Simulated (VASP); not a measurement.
# TiO2 (I4_1/amd) in VASP: further runs

Runs on TiO2. Level: PBE. Tasks: single point, relaxation of cell and atoms.

Everything below comes from runs of VASP 6.6.1. Logs are shortened: lines on timing, memory, paths and dates and some standing lists are left out, and cuts for length are marked.

### Step 1. The cell of the first run

Symmetry: I4_1/amd, No. 141, tetragonal system. Conventional cell: a = 3.788 Å, b = 3.788 Å, c = 9.590 Å, α = 90.00°, β = 90.00°, γ = 90.00°. Within 2.6 Å of Ti (site symmetry -4m2) lie 6 O at 1.94 to 1.99 Å. Within 2.6 Å of O (site symmetry 2mm) lie 3 Ti at 1.94 to 1.99 Å and 2 O at 2.47 Å.

### Step 2. Single point, PBE

INCAR reads:

```
SYSTEM = TiO2
PREC = Accurate
ENCUT = 520
EDIFF = 1E-6
ISMEAR = 0
SIGMA = 0.02
LREAL = .False.
LASPH = .True.
NELM = 60
ALGO = Normal
ISIF = 2
LWAVE = .False.
LCHARG = .False.
GGA = PE
NBANDS = 33
```

KPOINTS reads:

```
regular mesh
0
Gamma
  10 10 10
  0 0 0
```

POSCAR reads:

```
TiO2
1.0
   -1.8941781815      1.8941781815      4.7950794439
    1.8941781815     -1.8941781815      4.7950794439
    1.8941781815      1.8941781815     -4.7950794439
Ti O
2 4
Direct
    0.0000000000      0.0000000000      0.0000000000
    0.7500000000      0.2500000000      0.5000000000
    0.9578159530      0.4578159530      0.5000000000
    0.2078159530      0.2078159530      0.0000000000
    0.5421840470      0.0421840470      0.5000000000
    0.7921840470      0.7921840470      0.0000000000
```

Potentials or basis: VASP PAW PBE potentials, release 64 (Ti_sv, O).

Launch:

```bash
> cat potpaw_PBE.64/Ti_sv/POTCAR potpaw_PBE.64/O/POTCAR > POTCAR
> mpirun -np 1 vasp_std > vasp.out
```

OUTCAR:

```text
SYSTEM = TiO2
   PREC = Accurate
   ENCUT = 520
   EDIFF = 1E-6
   ISMEAR = 0
   LREAL = .False.
   LASPH = .True.
   NELM = 60
   ISIF = 2
   GGA = PE

 ion  position               nearest neighbor table
   1  0.000  0.000  0.000-   3 1.94   5 1.94   5 1.94   3 1.94   4 1.99   6 1.99
   2  0.750  0.250  0.500-   4 1.94   6 1.94   6 1.94   4 1.94   3 1.99   5 1.99
   3  0.958  0.458  0.500-   1 1.94   1 1.94   2 1.99
   4  0.208  0.208  0.000-   2 1.94   2 1.94   1 1.99
   5  0.542  0.042  0.500-   1 1.94   1 1.94   2 1.99
   6  0.792  0.792  0.000-   2 1.94   2 1.94   1 1.99

  LATTYP: Found a body centered tetragonal cell.
 ALAT       =     3.7883563630
 C/A-ratio  =     2.5314827775

  Lattice vectors:

 A1 = (  -1.8941781815,   1.8941781815,   4.7950794439)
 A2 = (   1.8941781815,  -1.8941781815,   4.7950794439)
 A3 = (   1.8941781815,   1.8941781815,  -4.7950794439)

Analysis of symmetry for initial positions (statically):
=====================================================================
 Subroutine PRICEL returns:
 Original cell was already a primitive cell.

 Routine SETGRP: Setting up the symmetry group for a
 body centered tetragonal supercell.

 Subroutine GETGRP returns: Found 16 space group operations
 (whereof  8 operations were pure point group operations)
 out of a pool of 16 trial point group operations.

The static configuration has the point symmetry D_2d.
 The point group associated with its full space group is D_4h.

Analysis of symmetry for dynamics (positions and initial velocities):
=====================================================================
 Subroutine PRICEL returns:
 Original cell was already a primitive cell.

 Routine SETGRP: Setting up the symmetry group for a
 body centered tetragonal supercell.

 Subroutine GETGRP returns: Found 16 space group operations
 (whereof  8 operations were pure point group operations)
 out of a pool of 16 trial point group operations.

The dynamic configuration has the point symmetry D_2d.
 The point group associated with its full space group is D_4h.

 Subroutine INISYM returns: Found 16 space group operations
 (whereof  8 operations are pure point group operations),
 and found     1 'primitive' translations

----------------------------------------------------------------------------------------

                                     Primitive cell

  volume of cell :      68.8173

  direct lattice vectors                    reciprocal lattice vectors
    -1.894178182  1.894178182  4.795079444     0.000000000  0.263966719  0.104273559
     1.894178182 -1.894178182  4.795079444     0.263966719  0.000000000  0.104273559
     1.894178182  1.894178182 -4.795079444     0.263966719  0.263966719  0.000000000

  length of vectors
     5.492595820  5.492595820  5.492595820     0.283815792  0.283815792  0.373305314

  position of ions in fractional coordinates (direct lattice)
     0.000000000  0.000000000  0.000000000
     0.750000000  0.250000000  0.500000000
     0.957815953  0.457815953  0.500000000
     0.207815953  0.207815953  0.000000000
     0.542184047  0.042184047  0.500000000
     0.792184047  0.792184047  0.000000000

  ion indices of the primitive-cell ions
   primitive index   ion index
                 1           1
                 2           2
                 3           3
                 4           4
                 5           5
                 6           6

----------------------------------------------------------------------------------------

 KPOINTS: regular mesh

Automatic generation of k-mesh.
 Grid dimensions read from file:
 generate k-points for:   10   10   10

 Generating k-lattice:

  Cartesian coordinates                     Fractional coordinates (reciprocal lattice)
     0.000000000  0.026396672  0.010427356     0.100000000  0.000000000  0.000000000
     0.026396672  0.000000000  0.010427356     0.000000000  0.100000000  0.000000000
     0.026396672  0.026396672  0.000000000     0.000000000  0.000000000  0.100000000

  Length of vectors
     0.028381579  0.028381579  0.037330531

  Shift w.r.t. Gamma in fractional coordinates (k-lattice)
     0.000000000  0.000000000  0.000000000

 Subroutine IBZKPT returns following result:
 ===========================================

 Found    102 irreducible k-points:

 Following reciprocal coordinates:
            Coordinates               Weight
  0.000000  0.000000  0.000000      1.000000
  0.100000 -0.000000  0.000000      8.000000
  0.200000 -0.000000  0.000000      8.000000
  0.300000  0.000000  0.000000      8.000000
  0.400000 -0.000000  0.000000      8.000000
  0.500000  0.000000  0.000000      4.000000
[... 16 lines left out ...]
  0.300000  0.300000  0.000000      8.000000
  0.400000  0.300000  0.000000     16.000000
 [... further k-points ...]
   k-points           NKPTS =    102   k-points in BZ     NKDIM =    102   number of bands    NBANDS=     33
   number of dos      NEDOS =    301   number of ions     NIONS =      6
   total plane-waves  NPLWV =  74088
   dimension x,y,z NGX =    42 NGY =   42 NGZ =   42
   dimension x,y,z NGXF=    84 NGYF=   84 NGZF=   84
   ions per type =               2   4
   NGX,Y,Z   is equivalent  to a cutoff of  12.71, 12.71, 12.71 a.u.
   NGXF,Y,Z  is equivalent  to a cutoff of  25.42, 25.42, 25.42 a.u.
 SYSTEM =  TiO2
   PREC   = accura    normal or accurate (medium, high low for compatibility)
   ISTART =      0    job   : 0-new  1-cont  2-samecut
   ICHARG =      2    charge: 1-file 2-atom 10-const
   ISPIN  =      1    spin polarized calculation?
   LNONCOLLINEAR =      F non collinear calculations
   LSORBIT =      F    spin-orbit coupling
   LASPH  =      T    aspherical Exc in radial PAW
   ENCUT  =  520.0 eV  38.22 Ry    6.18 a.u.  10.21 10.21 10.21*2*pi/ulx,y,z
   NELM   =     60;   NELMIN=  2; NELMDL= -5     # of ELM steps
   EDIFF  = 0.1E-05   stopping-criterion for ELM
   LREAL  =      F    real-space projection
[... 7 lines left out ...]
   TEBEG  =    0.0;   TEEND  =   0.0 temperature during run
   PSTRESS=    0.0 pullay stress
   NELECT =      48.0000    total number of electrons
   NUPDOWN=      -1.0000    fix difference up-down
   EMIN   =  10.00;   EMAX   =-10.00  energy-range for DOS
   EFERMI =   0.00;   METHOD = LEGACY
   ISMEAR =     0;   SIGMA  =   0.02  broadening in eV -4-tet -1-fermi 0-gaus
   EFERMI_NEDOS =   21; number of points for ismear=-14 and -15
   IALGO  =     38    algorithm
   IMIX   =      4    mixing-type and parameters
     AMIX     =   0.40;   BMIX     =  1.00
     AMIX_MAG =   1.60;   BMIX_MAG =  1.00
  volume/ion in A,a.u.               =      11.47        77.40
  Fermi-wavevector in a.u.,A,eV,Ry     =   1.451853  2.743605 28.679424  2.107878
  Thomas-Fermi vector in A             =   2.569303
   LORBIT       =      0    0 simple, 1 ext, 2 COOP (PROOUT), +10 PAW based schemes
   GGA     = PE    functional components
   LHFCALC =     F    Hartree Fock is set to
   AEXX    =    0.0000 exact exchange contribution
   IVDW    =     0    specifies the selected vdW correction
   LEPSILON=     F    determine dielectric tensor
   LRPA    =     F    only Hartree local field effects (RPA)
 non-spin polarized calculation
 Gauss-broadening in eV      SIGMA  =   0.02
  energy-cutoff  :      520.00
  volume of cell :       68.82
 maximum number of plane-waves:      1870
 NGX is ok and might be reduce to    42
   NGX = 21   NGY = 21   NGZ = 21

 number of electron      47.9999991 magnetization

 Free energy of the ion-electron system (eV)
  ---------------------------------------------------
  ext. energy  EPLUGINS =         0.00000000
  ---------------------------------------------------
  free energy    TOTEN  =       -53.84803509 eV

  energy without entropy =      -53.84803509  energy(sigma->0) =      -53.84803509

 E-fermi :   3.4432     XC(G=0): -10.6844

 val. band max:        3.3078135592   @ k =  -0.4000   0.4000   0.0000
 cond. band min:       5.4105605879   @ k =   0.0000   0.0000   0.0000
 fundamental gap:      2.1027470287
 Fermi energy:         3.4431778858

 k-point     1 :       0.0000    0.0000    0.0000
  band No.  band energies     occupation
      1     -53.1171      2.00000
      2     -53.0605      2.00000
      3     -29.5667      2.00000
      4     -29.3365      2.00000
      5     -29.3365      2.00000
      6     -29.2692      2.00000
[... 25 lines left out ...]
     32       8.5040      0.00000
     33       8.5706      0.00000

 k-point     2 :       0.1000   -0.0000    0.0000
  band No.  band energies     occupation
      1     -53.1158      2.00000
      2     -53.0614      2.00000
      3     -29.5640      2.00000
      4     -29.3491      2.00000
      5     -29.3374      2.00000
      6     -29.2744      2.00000
[... 25 lines left out ...]
     32       8.6069      0.00000
     33       8.8597      0.00000

 k-point     3 :       0.2000   -0.0000    0.0000
  band No.  band energies     occupation
      1     -53.1124      2.00000
      2     -53.0637      2.00000
      3     -29.5570      2.00000
      4     -29.3806      2.00000
      5     -29.3396      2.00000
      6     -29.2868      2.00000
[... 25 lines left out ...]
     32       8.9510      0.00000
     33       9.2954      0.00000

 k-point     4 :       0.3000    0.0000    0.0000
  band No.  band energies     occupation
      1     -53.1075      2.00000
      2     -53.0672      2.00000
      3     -29.5486      2.00000
      4     -29.4186      2.00000
      5     -29.3420      2.00000
      6     -29.2987      2.00000
[... 25 lines left out ...]
     32       9.1615      0.00000
     33       9.5775      0.00000

 k-point     5 :       0.4000   -0.0000    0.0000
  band No.  band energies     occupation
      1     -53.1028      2.00000
      2     -53.0708      2.00000
      3     -29.5414      2.00000
      4     -29.4501      2.00000
      5     -29.3438      2.00000
      6     -29.3045      2.00000
[... 604 lines left out ...]
 k-point    22 :      -0.2000    0.2000    0.0000
  band No.  band energies     occupation
      1     -53.1102      2.00000
      2     -53.0644      2.00000
      3     -29.5626      2.00000
      4     -29.3970      2.00000
      5     -29.3579      2.00000
      6     -29.3053      2.00000
[... 25 lines left out ...]
     32       9.7031      0.00000
     33       9.9365      0.00000

 k-point    23 :       0.3000    0.3000    0.0000
  band No.  band energies     occupation
      1     -53.0957      2.00000
      2     -53.0762      2.00000
      3     -29.5231      2.00000
      4     -29.4680      2.00000
      5     -29.3805      2.00000
      6     -29.3362      2.00000
[... 25 lines left out ...]
     32       9.7102      0.00000
     33      10.5186      0.00000

 k-point    24 :       0.4000    0.3000    0.0000
  band No.  band energies     occupation
      1     -53.0921      2.00000
      2     -53.0787      2.00000
      3     -29.5260      2.00000
      4     -29.4887      2.00000
      5     -29.3824      2.00000
      6     -29.3517      2.00000
[... 25 lines left out ...]
     32       9.7192      0.00000
     33      10.6304      0.00000

 [... further k-points ...]
[... 5 lines left out ...]
  --------------------------------------------------------------------------------------
  -------------------------------------------------------------------------------------
  Total        1.5826100      1.5826100      1.5994457      0.0000000      0.0000000      0.0000000
  in kB       36.8457179     36.8457179     37.2376818      0.0000000      0.0000000      0.0000000
  external PRESSURE =      36.9763726 kB  Pullay stress =       0.0000000 kB

 VOLUME and BASIS-vectors are now :
 -----------------------------------------------------------------------------
  energy-cutoff  :      520.00
  volume of cell :       68.82
      direct lattice vectors                 reciprocal lattice vectors
    -1.894178182  1.894178182  4.795079444     0.000000000  0.263966719  0.104273559
     1.894178182 -1.894178182  4.795079444     0.263966719  0.000000000  0.104273559
     1.894178182  1.894178182 -4.795079444     0.263966719  0.263966719  0.000000000

 POSITION                                       TOTAL-FORCE (eV/Angst)
 -----------------------------------------------------------------------------------
      0.00000      0.00000      0.00000         0.000000      0.000000     -0.000000
      0.00000      1.89418      2.39754         0.000000      0.000000      0.000000
     -0.00000      1.89418      4.39053        -0.000000      0.000000      0.019999
      0.00000      0.00000      1.99299         0.000000     -0.000000      0.019999
      0.00000      1.89418      0.40455        -0.000000      0.000000     -0.019999
      0.00000      0.00000      7.59717         0.000000     -0.000000     -0.019999
 -----------------------------------------------------------------------------------
    total drift:                               -0.000000     -0.000000      0.000000

  FREE ENERGIE OF THE ION-ELECTRON SYSTEM (eV)
  ---------------------------------------------------
  free  energy   TOTEN  =       -53.8480350851 eV

  energy  without entropy=      -53.8480350851  energy(sigma->0) =      -53.84803509
```

Run time: 12 min. Hardware: 1 thread of Intel Xeon 8259CL, shared host; peak memory 0.38 GiB.

What came out:

```yaml
Free_energy: -53.8480 eV
Pressure: 3.7 GPa
Largest_force: 0.020 eV/Å
Band_gap_on_the_k_mesh: 2.10 eV, indirect (least direct gap 2.43 eV)
```

Forces in eV/Å, atoms in the order of the input:
```
Ti   0.000  0.000  0.000
Ti   0.000  0.000  0.000
O    0.000  0.000  0.020
O    0.000  0.000  0.020
O    0.000  0.000 -0.020
O    0.000  0.000 -0.020
```

A k mesh can miss the band edges. Expect the measured gap to be larger: semilocal functionals such as PBE lack the derivative discontinuity.

### Step 3. Relaxation of cell and atoms, PBE, target pressure 60 GPa, at which the enthalpy is minimised

This run uses another cell than the first one, of 9.28 Å³/atom, 0.809 times its volume.

INCAR reads:

```
SYSTEM = TiO2
PREC = Accurate ; ENCUT = 600
EDIFF = 1E-7 ; ISMEAR = 0
SIGMA = 0.02 ; LREAL = .FALSE.
LASPH = .TRUE. ; NELM = 80
ALGO = Normal ; ISIF = 3
LWAVE = .FALSE. ; LCHARG = .FALSE.
GGA = PE ; IBRION = 2
NSW = 70 ; EDIFFG = -0.008
PSTRESS = 600.0
```

KPOINTS reads:

```
regular mesh
0
G
  10 10 10
  0 0 0
```

POSCAR reads:

```
TiO2
1.0
   -1.8196318592      1.8196318592      4.2048715490
    1.8196318592     -1.8196318592      4.2048715490
    1.8196318592      1.8196318592     -4.2048715490
Ti O
2 4
Direct
    0.0000000000      0.0000000000      0.0000000000
    0.7500000000      0.2500000000      0.5000000000
    0.9728916604      0.4728916604      0.5000000000
    0.2228916604      0.2228916604      0.0000000000
    0.5271083396      0.0271083396      0.5000000000
    0.7771083396      0.7771083396      0.0000000000
```

Potentials or basis: VASP PAW PBE potentials, release 64 (Ti_sv, O).

Launch:

```bash
> cat potpaw_PBE.64/Ti_sv/POTCAR potpaw_PBE.64/O/POTCAR > POTCAR
> mpirun -np 1 vasp_std > vasp.out
```

Wall time 66 min (1 thread of AMD EPYC 7R13, shared host); peak memory 0.33 GiB.

The run converged. Its results:

* Free energy: -51.2593 eV
* Relaxed volume: 9.01 Å³/atom
* Relaxed cell: a = 4.747 Å, b = 4.747 Å, c = 4.747 Å, α = 134.21°, β = 134.21°, γ = 66.75°
* Space group after relaxing (to 0.05 Å): I4_1/amd (No. 141)
* Energy change on relaxing (the enthalpy is what falls): +68.1 meV/atom
* Ionic steps: 13
* Pressure after relaxing: 60.0 GPa
* Largest force after relaxing: 0.005 eV/Å
* Band gap on the k mesh: 1.53 eV, indirect (least direct gap 2.02 eV)

Forces in eV/Å, atoms in the order of the input:
```
Ti   0.000  0.000  0.000
Ti   0.000  0.000  0.000
O    0.000  0.000 -0.005
O    0.000  0.000 -0.005
O    0.000  0.000  0.005
O    0.000  0.000  0.005
```

The path:
```csv
step,energy change (eV),largest force (eV/Å),pressure (GPa),volume (Å³)
1,0.0000,0.7546,61.73,55.69
2,-0.3355,0.0951,51.87,56.50
3,-0.2466,0.1538,54.88,56.24
4,-0.0930,0.0914,56.95,55.71
5,0.3959,0.0590,63.12,54.20
6,0.5940,0.1139,65.48,53.66
7,0.4893,0.1043,61.08,53.87
8,0.4772,0.1045,60.43,53.90
9,0.4604,0.0525,60.50,53.94
10,0.4396,0.0155,60.59,53.99
11,0.3930,0.0027,59.65,54.12
12,0.4081,0.0032,59.96,54.08
13,0.4087,0.0045,59.97,54.07
```

Final structure:
```
CELL_PARAMETERS angstrom
-1.84667 1.84667 3.96417
1.84667 -1.84667 3.96417
1.84667 1.84667 -3.96417
ATOMIC_POSITIONS crystal
Ti 0.00000 0.00000 0.00000
Ti 0.75000 0.25000 0.50000
O 0.98806 0.48806 0.50000
O 0.23806 0.23806 0.00000
O 0.51194 0.01194 0.50000
O 0.76194 0.76194 0.00000
```

Levels at points of the mesh, in eV from the valence-band top:
```csv
k point,band 20,band 21,band 22,band 23,band 24,band 25,band 26,band 27,band 28
"(0.00, 0.00, 0.00)",-1.17,-1.17,-0.53,-0.49,-0.49,1.53,2.92,2.92,3.27
"(0.50, 0.00, 0.00)",-2.83,-2.70,-1.33,-1.15,-0.67,2.53,3.80,4.19,4.60
"(0.50, 0.50, 0.00)",-3.09,-2.97,-2.97,0.00,0.00,4.40,4.40,4.67,4.67
"(0.50, 0.50, 0.50)",-1.61,-1.52,-1.52,-0.89,-0.89,2.34,2.34,2.35,2.35
```

Caveat: the cell is relaxed towards a set pressure, so the enthalpy falls and the energy may rise. A k mesh can miss the band edges.
